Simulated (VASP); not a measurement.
# Li2S (Fm-3m) in VASP: a series of runs, part 2 of 2

VASP 6.6.1. The steps go on from the part before.

## Step 4: Single point, PBE

This run uses another cell than the first one, of 15.50 Å³/atom.

Input file INCAR:

```
SYSTEM = Li2S
ALGO = Normal
EDIFF = 1E-6
ENCUT = 750
GGA = PE
GGA_COMPAT = .FALSE.
ISIF = 2
ISMEAR = 0
LASPH = .TRUE.
LCHARG = .FALSE.
LREAL = .FALSE.
LWAVE = .FALSE.
NBANDS = 13
NELM = 120
PREC = Accurate
SIGMA = 0.02
```

Input file KPOINTS:

```
k-points
0
G
  8 8 8
  0 0 0
```

Input file POSCAR:

```
Li2S
1.0
    0.0000000000      2.8540000000      2.8540000000
    2.8540000000      0.0000000000      2.8540000000
    2.8540000000      2.8540000000      0.0000000000
Li S
2 1
Direct
    0.2500000000      0.2500000000      0.2500000000
    0.7500000000      0.7500000000      0.7500000000
    0.0000000000      0.0000000000      0.0000000000
```

Potentials or basis: VASP PAW PBE potentials, release 64 (Li_sv, S).

Launch:

```console
cat potpaw_PBE.64/Li_sv/POTCAR potpaw_PBE.64/S/POTCAR > POTCAR
mpirun -np 1 vasp_std > vasp.out
```

OUTCAR:

```text
SYSTEM = Li2S
   EDIFF = 1E-6
   ENCUT = 750
   GGA = PE
   ISIF = 2
   ISMEAR = 0
   LASPH = .TRUE.
   LREAL = .FALSE.
   NELM = 120
   PREC = Accurate

 ion  position               nearest neighbor table
   1  0.250  0.250  0.250-   3 2.47   3 2.47   3 2.47   3 2.47
   2  0.750  0.750  0.750-   3 2.47   3 2.47   3 2.47   3 2.47
   3  0.000  0.000  0.000-   2 2.47   2 2.47   2 2.47   1 2.47   2 2.47   1 2.47   1 2.47   1 2.47

  LATTYP: Found a face centered cubic cell.
 ALAT       =     5.7080000000

  Lattice vectors:

 A1 = (   0.0000000000,   2.8540000000,   2.8540000000)
 A2 = (   2.8540000000,   0.0000000000,   2.8540000000)
 A3 = (   2.8540000000,   2.8540000000,   0.0000000000)

Analysis of symmetry for initial positions (statically):
=====================================================================
 Subroutine PRICEL returns:
 Original cell was already a primitive cell.

 Routine SETGRP: Setting up the symmetry group for a
 face centered cubic supercell.

 Subroutine GETGRP returns: Found 48 space group operations
 (whereof 48 operations were pure point group operations)
 out of a pool of 48 trial point group operations.

The static configuration has the point symmetry O_h .

Analysis of symmetry for dynamics (positions and initial velocities):
=====================================================================
 Subroutine PRICEL returns:
 Original cell was already a primitive cell.

 Routine SETGRP: Setting up the symmetry group for a
 face centered cubic supercell.

 Subroutine GETGRP returns: Found 48 space group operations
 (whereof 48 operations were pure point group operations)
 out of a pool of 48 trial point group operations.

The dynamic configuration has the point symmetry O_h .

 Subroutine INISYM returns: Found 48 space group operations
 (whereof 48 operations are pure point group operations),
 and found     1 'primitive' translations

----------------------------------------------------------------------------------------

                                     Primitive cell

  volume of cell :      46.4935

  direct lattice vectors                    reciprocal lattice vectors
     0.000000000  2.854000000  2.854000000    -0.175192712  0.175192712  0.175192712
     2.854000000  0.000000000  2.854000000     0.175192712 -0.175192712  0.175192712
     2.854000000  2.854000000  0.000000000     0.175192712  0.175192712 -0.175192712

  length of vectors
     4.036165507  4.036165507  4.036165507     0.303442678  0.303442678  0.303442678

  position of ions in fractional coordinates (direct lattice)
     0.250000000  0.250000000  0.250000000
     0.750000000  0.750000000  0.750000000
     0.000000000  0.000000000  0.000000000

  ion indices of the primitive-cell ions
   primitive index   ion index
                 1           1
                 2           2
                 3           3

----------------------------------------------------------------------------------------

 KPOINTS: k-points

Automatic generation of k-mesh.
 Grid dimensions read from file:
 generate k-points for:    8    8    8

 Generating k-lattice:

  Cartesian coordinates                     Fractional coordinates (reciprocal lattice)
    -0.021899089  0.021899089  0.021899089     0.125000000  0.000000000  0.000000000
     0.021899089 -0.021899089  0.021899089     0.000000000  0.125000000  0.000000000
     0.021899089  0.021899089 -0.021899089     0.000000000  0.000000000  0.125000000

  Length of vectors
     0.037930335  0.037930335  0.037930335

  Shift w.r.t. Gamma in fractional coordinates (k-lattice)
     0.000000000  0.000000000  0.000000000

 Subroutine IBZKPT returns following result:
 ===========================================

 Found     29 irreducible k-points:

 Following reciprocal coordinates:
            Coordinates               Weight
  0.000000  0.000000  0.000000      1.000000
  0.125000  0.000000  0.000000      8.000000
  0.250000  0.000000  0.000000      8.000000
  0.375000  0.000000  0.000000      8.000000
  0.500000  0.000000  0.000000      4.000000
  0.125000  0.125000  0.000000      6.000000
[... 16 lines left out ...]
  0.500000  0.250000  0.125000     48.000000
 -0.375000  0.250000  0.125000     24.000000
 [... further k-points ...]
   k-points           NKPTS =     29   k-points in BZ     NKDIM =     29   number of bands    NBANDS=     13
   number of dos      NEDOS =    301   number of ions     NIONS =      3
   total plane-waves  NPLWV =  46656
   dimension x,y,z NGX =    36 NGY =   36 NGZ =   36
   dimension x,y,z NGXF=    72 NGYF=   72 NGZF=   72
   ions per type =               2   1
   NGX,Y,Z   is equivalent  to a cutoff of  14.83, 14.83, 14.83 a.u.
   NGXF,Y,Z  is equivalent  to a cutoff of  29.66, 29.66, 29.66 a.u.
 SYSTEM =  Li2S
   PREC   = accura    normal or accurate (medium, high low for compatibility)
   ISTART =      0    job   : 0-new  1-cont  2-samecut
   ICHARG =      2    charge: 1-file 2-atom 10-const
   ISPIN  =      1    spin polarized calculation?
   LNONCOLLINEAR =      F non collinear calculations
   LSORBIT =      F    spin-orbit coupling
   LASPH  =      T    aspherical Exc in radial PAW
   ENCUT  =  750.0 eV  55.12 Ry    7.42 a.u.   9.01  9.01  9.01*2*pi/ulx,y,z
   NELM   =    120;   NELMIN=  2; NELMDL= -5     # of ELM steps
   EDIFF  = 0.1E-05   stopping-criterion for ELM
   LREAL  =      F    real-space projection
[... 7 lines left out ...]
   TEBEG  =    0.0;   TEEND  =   0.0 temperature during run
   PSTRESS=    0.0 pullay stress
   NELECT =      12.0000    total number of electrons
   NUPDOWN=      -1.0000    fix difference up-down
   EMIN   =  10.00;   EMAX   =-10.00  energy-range for DOS
   EFERMI =   0.00;   METHOD = LEGACY
   ISMEAR =     0;   SIGMA  =   0.02  broadening in eV -4-tet -1-fermi 0-gaus
   EFERMI_NEDOS =   21; number of points for ismear=-14 and -15
   IALGO  =     38    algorithm
   IMIX   =      4    mixing-type and parameters
     AMIX     =   0.40;   BMIX     =  1.00
     AMIX_MAG =   1.60;   BMIX_MAG =  1.00
  volume/ion in A,a.u.               =      15.50       104.58
  Fermi-wavevector in a.u.,A,eV,Ry     =   1.042328  1.969715 14.782032  1.086449
  Thomas-Fermi vector in A             =   2.176989
   LORBIT       =      0    0 simple, 1 ext, 2 COOP (PROOUT), +10 PAW based schemes
   GGA     = PE    functional components
   LHFCALC =     F    Hartree Fock is set to
   AEXX    =    0.0000 exact exchange contribution
   IVDW    =     0    specifies the selected vdW correction
   LEPSILON=     F    determine dielectric tensor
   LRPA    =     F    only Hartree local field effects (RPA)
 non-spin polarized calculation
 Gauss-broadening in eV      SIGMA  =   0.02
  energy-cutoff  :      750.00
  volume of cell :       46.49
 maximum number of plane-waves:      2200
   NGX = 17   NGY = 17   NGZ = 17

 number of electron      11.9999999 magnetization

 Free energy of the ion-electron system (eV)
  ---------------------------------------------------
  ext. energy  EPLUGINS =         0.00000000
  ---------------------------------------------------
  free energy    TOTEN  =       -11.99503197 eV

  energy without entropy =      -11.99503197  energy(sigma->0) =      -11.99503197

 E-fermi :   1.5785     XC(G=0):  -8.4879

 val. band max:        1.4305212205   @ k =   0.0000   0.0000   0.0000
 cond. band min:       4.8240479614   @ k =   0.5000   0.5000   0.0000
 fundamental gap:      3.3935267409
 Fermi energy:         1.5785148154

 k-point     1 :       0.0000    0.0000    0.0000
  band No.  band energies     occupation
      1     -42.7505      2.00000
      2     -42.7088      2.00000
      3      -9.5803      2.00000
      4       1.4305      2.00000
      5       1.4305      2.00000
      6       1.4305      2.00000
      7       5.6736      0.00000
      8       7.6584      0.00000
      9       7.6584      0.00000
     10       7.6584      0.00000
     11      12.5966      0.00000
     12      12.5966      0.00000
     13      13.8318      0.00000
[... 353 lines left out ...]
 k-point    24 :      -0.3750    0.2500    0.1250
  band No.  band energies     occupation
      1     -42.7288      2.00000
      2     -42.7288      2.00000
      3      -9.0846      2.00000
      4      -1.1296      2.00000
      5       0.1953      2.00000
      6       0.5344      2.00000
      7       7.2880      0.00000
      8       8.0570      0.00000
      9       9.7668      0.00000
     10      10.4022      0.00000
     11      11.7484      0.00000
     12      13.0630      0.00000
     13      14.7883      0.00000

 [... further k-points ...]

------------------------ aborting loop because EDIFF is reached ----------------------------------------

  FORCE on cell =-STRESS in cart. coord.  units (eV):
  Direction    XX          YY          ZZ          XY          YZ          ZX
  --------------------------------------------------------------------------------------
  -------------------------------------------------------------------------------------
  Total       -0.0511308     -0.0511308     -0.0511308     -0.0000000      0.0000000      0.0000000
  in kB       -1.7619796     -1.7619796     -1.7619796     -0.0000000      0.0000000      0.0000000
  external PRESSURE =      -1.7619796 kB  Pullay stress =       0.0000000 kB

 VOLUME and BASIS-vectors are now :
 -----------------------------------------------------------------------------
  energy-cutoff  :      750.00
  volume of cell :       46.49
      direct lattice vectors                 reciprocal lattice vectors
     0.000000000  2.854000000  2.854000000    -0.175192712  0.175192712  0.175192712
     2.854000000  0.000000000  2.854000000     0.175192712 -0.175192712  0.175192712
     2.854000000  2.854000000  0.000000000     0.175192712  0.175192712 -0.175192712

 POSITION                                       TOTAL-FORCE (eV/Angst)
 -----------------------------------------------------------------------------------
      1.42700      1.42700      1.42700        -0.000000      0.000000     -0.000000
      4.28100      4.28100      4.28100        -0.000000     -0.000000     -0.000000
      0.00000      0.00000      0.00000         0.000000      0.000000      0.000000
 -----------------------------------------------------------------------------------
    total drift:                                0.000000      0.000000      0.000000

  FREE ENERGIE OF THE ION-ELECTRON SYSTEM (eV)
  ---------------------------------------------------
  free  energy   TOTEN  =       -11.9950319684 eV

  energy  without entropy=      -11.9950319684  energy(sigma->0) =      -11.99503197
```

OSZICAR:

```text
N       E                     dE             d eps       ncg     rms          rms(c)
DAV:   1     0.572700092842E+02    0.57270E+02   -0.64768E+03   754   0.114E+03
DAV:   2    -0.417963578611E+01   -0.61450E+02   -0.58006E+02   875   0.235E+02
DAV:   3    -0.120862775548E+02   -0.79066E+01   -0.78575E+01  1431   0.531E+01
DAV:   4    -0.122903995748E+02   -0.20412E+00   -0.20397E+00  1028   0.118E+01
DAV:   5    -0.122984683016E+02   -0.80687E-02   -0.80681E-02  1194   0.159E+00    0.386E+00
DAV:   6    -0.119996198187E+02    0.29885E+00   -0.51005E-01   931   0.285E+00    0.289E+00
DAV:   7    -0.119840945007E+02    0.15525E-01   -0.13510E-01  1047   0.165E+00    0.179E+00
DAV:   8    -0.119953835607E+02   -0.11289E-01   -0.29138E-02   976   0.941E-01    0.760E-01
DAV:   9    -0.119948704465E+02    0.51311E-03   -0.97447E-04  1031   0.191E-01    0.485E-01
DAV:  10    -0.119950574980E+02   -0.18705E-03   -0.16106E-03   849   0.197E-01    0.283E-01
DAV:  11    -0.119950300460E+02    0.27452E-04   -0.99482E-05  1068   0.663E-02    0.107E-01
DAV:  12    -0.119950321750E+02   -0.21291E-05   -0.26350E-06   974   0.128E-02    0.814E-02
DAV:  13    -0.119950319548E+02    0.22019E-06   -0.13804E-05   973   0.181E-02    0.566E-03
DAV:  14    -0.119950319684E+02   -0.13598E-07   -0.55643E-07   633   0.637E-03
   1 F= -.11995032E+02 E0= -.11995032E+02  d E =-.109748E-27
```

stdout:

```text
POSCAR found type information on POSCAR LiS
 POSCAR found :  2 types and       3 ions
 scaLAPACK will be used
 LDA part: xc-table for (Slater+PW92), standard interpolation
 POSCAR, INCAR and KPOINTS ok, starting setup
 FFT: planning ... GRIDC
 FFT: planning ... GRID_SOFT
 FFT: planning ... GRID
 WAVECAR not read
 entering main loop
```

Run time: 12 s. Hardware: 1 thread of Intel Xeon 6975P-C (Granite Rapids), shared host; peak memory 0.2 GiB.

What came out:

```yaml
Free_energy: -11.9950 eV
Pressure: -0.2 GPa
Band_gap_on_the_k_mesh: 3.39 eV (least direct gap 4.24 eV)
```

## Step 5: Single point, PBE

This run uses another cell than the first one, of 15.48 Å³/atom.

Input file INCAR:

```
SYSTEM = Li2S
PREC     = Accurate       ! precision mode
ENCUT    = 750            ! plane-wave cutoff, eV
EDIFF    = 1E-6           ! SCF threshold, eV
ISMEAR   = 0              ! smearing method
SIGMA    = 0.01           ! smearing width, eV
LREAL    = .False.        ! projectors in reciprocal space
LASPH    = .True.         ! aspherical terms in the spheres
NELM     = 120            ! most SCF steps
ALGO     = Normal         ! electronic algorithm
ISIF     = 2              ! what is computed and relaxed
LWAVE    = .False.        ! write WAVECAR
LCHARG   = .True.         ! write CHGCAR
GGA      = PE             ! functional
LELF     = .True.         ! ELF
LVHAR    = .True.       
NBANDS   = 13             ! bands
GGA_COMPAT= .False.
```

Input file KPOINTS:

```
regular mesh
0
Gamma
  8 8 8
  0 0 0
```

Input file POSCAR:

```
Li2S
1.0
    0.0000000000      2.8528554660      2.8528554660
    2.8528554660      0.0000000000      2.8528554660
    2.8528554660      2.8528554660      0.0000000000
Li S
2 1
Direct
    0.2500000000      0.2500000000      0.2500000000
    0.7500000000      0.7500000000      0.7500000000
    0.0000000000      0.0000000000      0.0000000000
```

Launch:

```console
cat potpaw_PBE.64/Li_sv/POTCAR potpaw_PBE.64/S/POTCAR > POTCAR
mpirun -np 1 vasp_std > vasp.out
```

Wall time 12 s (1 thread of Intel Xeon 6975P-C (Granite Rapids), shared host); peak memory 0.2 GiB.

Results (log left out):

```yaml
Free_energy: -11.9951 eV
Pressure: -0.1 GPa
Band_gap_on_the_k_mesh: 3.39 eV (least direct gap 4.25 eV)
```

Levels at points of the mesh, in eV from the valence-band top:
```tsv
k point	band 3	band 4	band 5	band 6	band 7	band 8	band 9	band 10
(0.00, 0.00, 0.00)	-11.01	0.00	0.00	0.00	4.25	6.23	6.23	6.23
(0.50, 0.00, 0.00)	-10.58	-2.86	-0.50	-0.50	6.08	6.57	6.57	8.39
(0.50, 0.50, 0.00)	-10.46	-2.16	-1.41	-1.41	3.39	7.07	11.06	11.06
```

A k mesh can miss the band edges.

## Step 6: The runs side by side

| cell | smearing | gap on the mesh (eV) | pressure (GPa) |
| --- | --- | --- | --- |
| a = 3.532 Å, angles 60.0°, 3 atoms | gaussian 0.01 eV | 2.83 | 35.2 |
| a = 4.007 Å, angles 60.0°, 3 atoms | gaussian 0.01 eV | 3.38 | 0.7 |
| a = 4.036 Å, angles 60.0°, 3 atoms | gaussian 0.02 eV | 3.39 | -0.2 |
| a = 4.035 Å, angles 60.0°, 3 atoms | gaussian 0.01 eV | 3.39 | -0.1 |

Alike in all rows: task single point; level PBE; potentials or basis VASP PAW PBE potentials, release 64 (Li_sv, S); no spin polarisation; k mesh 8 × 8 × 8; cutoff (eV) 750.

Caveats: the cell stands under pressure (at least some runs).

Total energies depend on the potentials used, so only differences within one code and one set of settings carry meaning.
